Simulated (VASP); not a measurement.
# CaZr (P-6m2) in VASP: notebook

The runs below take CaZr through single point, with PBE.

All numbers are computed with VASP 6.6.1; they aren't measurements. Logs are shortened: lines on timing, memory, paths and dates and some standing lists are left out, and cuts for length are marked.

### 1 The cell of the first run

Symmetry: P-6m2, No. 187, hexagonal system. The conventional cell has a = 3.293 Å, b = 3.293 Å, c = 4.938 Å, α = 90.00°, β = 90.00°, γ = 120.00°. Within 4.1 Å of Ca (site symmetry -6m2) lie 6 Zr at 3.12 Å and 6 Ca at 3.29 Å. Within 4.1 Å of Zr (site symmetry -6m2) lie 6 Ca at 3.12 Å and 6 Zr at 3.29 Å.

### 2 Single point, PBE

File INCAR:

```
PREC = Accurate
ENCUT = 520
EDIFF = 1E-6
ISMEAR = 0
SIGMA = 0.1
LREAL = False
LASPH = True
NELM = 100
ALGO = Normal
ISIF = 2
LWAVE = False
LCHARG = False
GGA = PE
NBANDS = 18
```

File KPOINTS:

```
regular mesh
0
Gamma
  6 6 4
```

File POSCAR:

```
CaZr
1.0
    3.2934149460      0.0000000000      0.0000000000
   -1.6467074730      2.8521810085      0.0000000000
    0.0000000000      0.0000000000      4.9383388192
Ca Zr
1 1
Direct
    0.6666666667      0.3333333333      0.0000000000
    0.0000000000      0.0000000000      0.5000000000
```

Potentials or basis: VASP PAW PBE potentials, release 64 (Ca_sv, Zr_sv).

The run is started by

```bash
$ cat potpaw_PBE.64/Ca_sv/POTCAR potpaw_PBE.64/Zr_sv/POTCAR > POTCAR
$ mpirun -np 1 vasp_std > vasp.out
```

OUTCAR:

```text
PREC = Accurate
   ENCUT = 520
   EDIFF = 1E-6
   ISMEAR = 0
   LREAL = False
   LASPH = True
   NELM = 100
   ISIF = 2
   GGA = PE

 ion  position               nearest neighbor table
   1  0.667  0.333  0.000-   2 3.12   2 3.12   2 3.12   2 3.12   2 3.12   2 3.12
   2  0.000  0.000  0.500-   1 3.12   1 3.12   1 3.12   1 3.12   1 3.12   1 3.12

  LATTYP: Found a hexagonal cell.
 ALAT       =     3.2934149460
 C/A-ratio  =     1.4994584345

  Lattice vectors:

 A1 = (   3.2934149460,   0.0000000000,   0.0000000000)
 A2 = (  -1.6467074730,   2.8521810085,   0.0000000000)
 A3 = (   0.0000000000,   0.0000000000,   4.9383388192)

Analysis of symmetry for initial positions (statically):
=====================================================================
 Subroutine PRICEL returns:
 Original cell was already a primitive cell.

 Routine SETGRP: Setting up the symmetry group for a
 hexagonal supercell.

 Subroutine GETGRP returns: Found 12 space group operations
 (whereof 12 operations were pure point group operations)
 out of a pool of 24 trial point group operations.

The static configuration has the point symmetry D_3h.

Analysis of symmetry for dynamics (positions and initial velocities):
=====================================================================
 Subroutine PRICEL returns:
 Original cell was already a primitive cell.

 Routine SETGRP: Setting up the symmetry group for a
 hexagonal supercell.

 Subroutine GETGRP returns: Found 12 space group operations
 (whereof 12 operations were pure point group operations)
 out of a pool of 24 trial point group operations.

The dynamic configuration has the point symmetry D_3h.

 Subroutine INISYM returns: Found 12 space group operations
 (whereof 12 operations are pure point group operations),
 and found     1 'primitive' translations

----------------------------------------------------------------------------------------

                                     Primitive cell

  volume of cell :      46.3879

  direct lattice vectors                    reciprocal lattice vectors
     3.293414946  0.000000000  0.000000000     0.303636200  0.175304442  0.000000000
    -1.646707473  2.852181009  0.000000000     0.000000000  0.350608884  0.000000000
     0.000000000  0.000000000  4.938338819     0.000000000  0.000000000  0.202497244

  length of vectors
     3.293414946  3.293414946  4.938338819     0.350608884  0.350608884  0.202497244

  position of ions in fractional coordinates (direct lattice)
     0.666666667  0.333333333  0.000000000
     0.000000000  0.000000000  0.500000000

  ion indices of the primitive-cell ions
   primitive index   ion index
                 1           1
                 2           2

----------------------------------------------------------------------------------------

 KPOINTS: regular mesh

Automatic generation of k-mesh.
 Grid dimensions read from file:
 generate k-points for:    6    6    4

 Generating k-lattice:

  Cartesian coordinates                     Fractional coordinates (reciprocal lattice)
     0.050606033  0.029217407  0.000000000     0.166666667  0.000000000  0.000000000
     0.000000000  0.058434814  0.000000000     0.000000000  0.166666667  0.000000000
     0.000000000  0.000000000  0.050624311     0.000000000  0.000000000  0.250000000

  Length of vectors
     0.058434814  0.058434814  0.050624311

  Shift w.r.t. Gamma in fractional coordinates (k-lattice)
     0.000000000  0.000000000  0.000000000

 Subroutine IBZKPT returns following result:
 ===========================================

 Found     21 irreducible k-points:

 Following reciprocal coordinates:
            Coordinates               Weight
  0.000000  0.000000  0.000000      1.000000
  0.166667 -0.000000  0.000000      6.000000
  0.333333 -0.000000  0.000000      6.000000
  0.500000 -0.000000  0.000000      3.000000
  0.166667  0.166667  0.000000      6.000000
  0.333333  0.166667  0.000000     12.000000
[... 13 lines left out ...]
  0.333333  0.166667  0.500000     12.000000
  0.333333  0.333333  0.500000      2.000000
   k-points           NKPTS =     21   k-points in BZ     NKDIM =     21   number of bands    NBANDS=     18
   number of dos      NEDOS =    301   number of ions     NIONS =      2
   total plane-waves  NPLWV =  23040
   dimension x,y,z NGX =    24 NGY =   24 NGZ =   40
   dimension x,y,z NGXF=    48 NGYF=   48 NGZF=   80
   ions per type =               1   1
   NGX,Y,Z   is equivalent  to a cutoff of  12.11, 12.11, 13.47 a.u.
   NGXF,Y,Z  is equivalent  to a cutoff of  24.23, 24.23, 26.93 a.u.
 SYSTEM =  unknown system
   PREC   = accura    normal or accurate (medium, high low for compatibility)
   ISTART =      0    job   : 0-new  1-cont  2-samecut
   ICHARG =      2    charge: 1-file 2-atom 10-const
   ISPIN  =      1    spin polarized calculation?
   LNONCOLLINEAR =      F non collinear calculations
   LSORBIT =      F    spin-orbit coupling
   LASPH  =      T    aspherical Exc in radial PAW
   ENCUT  =  520.0 eV  38.22 Ry    6.18 a.u.   6.12  6.12  9.18*2*pi/ulx,y,z
   NELM   =    100;   NELMIN=  2; NELMDL= -5     # of ELM steps
   EDIFF  = 0.1E-05   stopping-criterion for ELM
   LREAL  =      F    real-space projection
   EDIFFG = 0.1E-04   stopping-criterion for IOM
   NSW    =      0    number of steps for IOM
   IBRION =     -1    ionic relax: 0-MD 1-quasi-New 2-CG
   NFREE  =      0    steps in history (QN), initial steepest desc. (CG)
   ISIF   =      2    stress and relaxation
   ISYM   =      2    0-nonsym 1-usesym 2-fastsym
   POTIM  = 0.5000    time-step for ionic-motion
   TEBEG  =    0.0;   TEEND  =   0.0 temperature during run
   PSTRESS=    0.0 pullay stress
   NELECT =      22.0000    total number of electrons
   NUPDOWN=      -1.0000    fix difference up-down
   EMIN   =  10.00;   EMAX   =-10.00  energy-range for DOS
   EFERMI =   0.00;   METHOD = LEGACY
   ISMEAR =     0;   SIGMA  =   0.10  broadening in eV -4-tet -1-fermi 0-gaus
   EFERMI_NEDOS =   21; number of points for ismear=-14 and -15
   IALGO  =     38    algorithm
   IMIX   =      4    mixing-type and parameters
     AMIX     =   0.40;   BMIX     =  1.00
     AMIX_MAG =   1.60;   BMIX_MAG =  1.00
  volume/ion in A,a.u.               =      23.19       156.52
  Fermi-wavevector in a.u.,A,eV,Ry     =   1.276677  2.412569 22.176181  1.629903
  Thomas-Fermi vector in A             =   2.409319
   LORBIT       =      0    0 simple, 1 ext, 2 COOP (PROOUT), +10 PAW based schemes
   GGA     = PE    functional components
   LHFCALC =     F    Hartree Fock is set to
   AEXX    =    0.0000 exact exchange contribution
   IVDW    =     0    specifies the selected vdW correction
   LEPSILON=     F    determine dielectric tensor
   LRPA    =     F    only Hartree local field effects (RPA)
 non-spin polarized calculation
 Gauss-broadening in eV      SIGMA  =   0.10
  energy-cutoff  :      520.00
  volume of cell :       46.39
 maximum number of plane-waves:      1278
   NGX = 13   NGY = 13   NGZ = 19

 number of electron      21.9999998 magnetization

 Free energy of the ion-electron system (eV)
  ---------------------------------------------------
  ext. energy  EPLUGINS =         0.00000000
  ---------------------------------------------------
  free energy    TOTEN  =        -9.13921771 eV

  energy without entropy =       -9.12634808  energy(sigma->0) =       -9.13278290

 E-fermi :   6.6743     XC(G=0): -10.4710

 val. band max:        6.6535018903   @ k =   0.3333   0.3333   0.5000
 cond. band min:       6.8261280145   @ k =   0.3333  -0.0000   0.0000
 fundamental gap:      0.1726261242
 Fermi energy:         6.6742607197

 k-point     1 :       0.0000    0.0000    0.0000
  band No.  band energies     occupation
      1     -41.9192      2.00000
      2     -33.4762      2.00000
      3     -20.1385      2.00000
      4     -19.6315      2.00000
      5     -19.6315      2.00000
      6     -14.5492      2.00000
[... 10 lines left out ...]
     17      10.4762      0.00000
     18      10.4762      0.00000

 k-point     2 :       0.1667   -0.0000    0.0000
  band No.  band energies     occupation
      1     -41.9023      2.00000
      2     -33.4551      2.00000
      3     -20.1079      2.00000
      4     -19.7795      2.00000
      5     -19.6662      2.00000
      6     -14.5427      2.00000
[... 10 lines left out ...]
     17      10.6342      0.00000
     18      11.0227      0.00000

 k-point     3 :       0.3333   -0.0000    0.0000
  band No.  band energies     occupation
      1     -41.8684      2.00000
      2     -33.4124      2.00000
      3     -20.0658      2.00000
      4     -20.0461      2.00000
      5     -19.7346      2.00000
      6     -14.7489      2.00000
[... 10 lines left out ...]
     17      11.8015      0.00000
     18      12.4206      0.00000

 k-point     4 :       0.5000   -0.0000    0.0000
  band No.  band energies     occupation
      1     -41.8513      2.00000
      2     -33.3909      2.00000
      3     -20.2045      2.00000
      4     -20.0149      2.00000
      5     -19.7685      2.00000
      6     -14.8964      2.00000
[... 312 lines left out ...]
      4     -19.9768      2.00000
      5     -19.7453      2.00000
      6     -14.6249      2.00000
[... 10 lines left out ...]
     17      12.0391      0.00000
     18      12.2375      0.00000

 k-point    20 :       0.3333    0.1667    0.5000
  band No.  band energies     occupation
      1     -41.8511      2.00000
      2     -33.3908      2.00000
      3     -20.1450      2.00000
      4     -20.0283      2.00000
      5     -19.8452      2.00000
      6     -14.7923      2.00000
[... 10 lines left out ...]
     17      12.1687      0.00000
     18      12.9592      0.00000

 k-point    21 :       0.3333    0.3333    0.5000
  band No.  band energies     occupation
      1     -41.8426      2.00000
      2     -33.3795      2.00000
      3     -20.0530      2.00000
      4     -20.0301      2.00000
      5     -20.0195      2.00000
      6     -14.7069      2.00000
[... 10 lines left out ...]
     17      11.3882      0.00000
     18      12.7882      0.00000

------------------------ aborting loop because EDIFF is reached ----------------------------------------

  FORCE on cell =-STRESS in cart. coord.  units (eV):
  Direction    XX          YY          ZZ          XY          YZ          ZX
  --------------------------------------------------------------------------------------
  -------------------------------------------------------------------------------------
  Total        2.4289364      2.4289364      6.0722627      0.0000000      0.0000000      0.0000000
  in kB       83.8923409     83.8923409    209.7281449      0.0000000      0.0000000      0.0000000
  external PRESSURE =     125.8376089 kB  Pullay stress =       0.0000000 kB

 VOLUME and BASIS-vectors are now :
 -----------------------------------------------------------------------------
  energy-cutoff  :      520.00
  volume of cell :       46.39
      direct lattice vectors                 reciprocal lattice vectors
     3.293414946  0.000000000  0.000000000     0.303636200  0.175304442  0.000000000
    -1.646707473  2.852181009  0.000000000     0.000000000  0.350608884  0.000000000
     0.000000000  0.000000000  4.938338819     0.000000000  0.000000000  0.202497244

 POSITION                                       TOTAL-FORCE (eV/Angst)
 -----------------------------------------------------------------------------------
      1.64671      0.95073      0.00000         0.000000      0.000000      0.000000
      0.00000      0.00000      2.46917        -0.000000      0.000000      0.000000
 -----------------------------------------------------------------------------------
    total drift:                               -0.000000      0.000000      0.000000

  FREE ENERGIE OF THE ION-ELECTRON SYSTEM (eV)
  ---------------------------------------------------
  free  energy   TOTEN  =        -9.1392177146 eV

  energy  without entropy=       -9.1263480805  energy(sigma->0) =       -9.13278290
```

Run time: 7.2 s. Hardware: 1 thread of Intel Xeon 6975P-C (Granite Rapids), shared host; peak memory 0.16 GiB.

What came out:

```yaml
Free_energy: -9.1392 eV
Pressure: 12.6 GPa
Band_gap_on_the_k_mesh: zero (bands 11 and 12 overlap by 1.83 eV)
```

Caveat: the k points lie up to 0.37 Å⁻¹ apart, too coarse for converged energies and pressures of a metal.

### 3 Single point, PBE

This run uses another cell than the first one, of 28.24 Å³/atom.

File INCAR:

```
PREC     = Accurate       # precision mode
ENCUT    = 520            # plane-wave cutoff, eV
EDIFF    = 1E-6           # SCF threshold, eV
ISMEAR   = 0              # smearing method
SIGMA    = 0.1            # smearing width, eV
LREAL    = F              # projectors in reciprocal space
LASPH    = T              # aspherical terms in the spheres
NELM     = 60             # most SCF steps
ALGO     = Normal         # electronic algorithm
ISIF     = 2              # what is computed and relaxed
LWAVE    = F              # write WAVECAR
LCHARG   = F              # write CHGCAR
GGA      = PE             # functional
NBANDS   = 18             # bands
```

File KPOINTS:

```
Automatic mesh
0
Gamma
  6 6 4
```

File POSCAR:

```
CaZr
1.0
    3.3362246318      0.0000000000      0.0000000000
   -1.6681123159      2.8892552839      0.0000000000
    0.0000000000      0.0000000000      5.8599677114
Ca Zr
1 1
Direct
    0.6666666667      0.3333333333      0.0000000000
    0.0000000000      0.0000000000      0.5000000000
```

Potentials or basis: VASP PAW PBE potentials, release 64 (Ca_sv, Zr_sv).

The run is started by

```bash
$ cat potpaw_PBE.64/Ca_sv/POTCAR potpaw_PBE.64/Zr_sv/POTCAR > POTCAR
$ mpirun -np 1 vasp_std > vasp.out
```

It took 13 s on 1 thread of Intel Xeon 6975P-C (Granite Rapids), shared host; peak memory 0.19 GiB.

Results (log left out):

* Free energy: -9.6623 eV
* Pressure: 0.1 GPa
* Band gap on the k mesh: zero (bands 11 and 12 overlap by 0.52 eV)

Stress tensor (GPa, compression positive):
```
-0.01  0.00  0.00
 0.00 -0.01  0.00
 0.00  0.00  0.33
```

Levels at points of the mesh, in eV from the Fermi level:
```
           k point  band 7  band 8  band 9  band 10  band 11  band 12  band 13  band 14  band 15  band 16
(0.00, 0.00, 0.00)  -21.67  -21.67   -4.71    -1.93     0.31     1.32     1.32     1.70     3.02     3.02
(0.50, 0.00, 0.00)  -21.79  -21.70   -1.78    -0.96    -0.67     0.26     1.51     1.96     2.14     4.66
(0.00, 0.00, 0.50)  -21.67  -21.67   -3.75    -3.04    -0.10     1.27     1.27     1.70     2.66     2.66
(0.50, 0.00, 0.50)  -21.79  -21.70   -1.78    -1.47    -0.10     0.59     1.42     1.97     2.37     4.27
```

Caveat: the k points lie up to 0.36 Å⁻¹ apart, too coarse for converged energies and pressures of a metal.
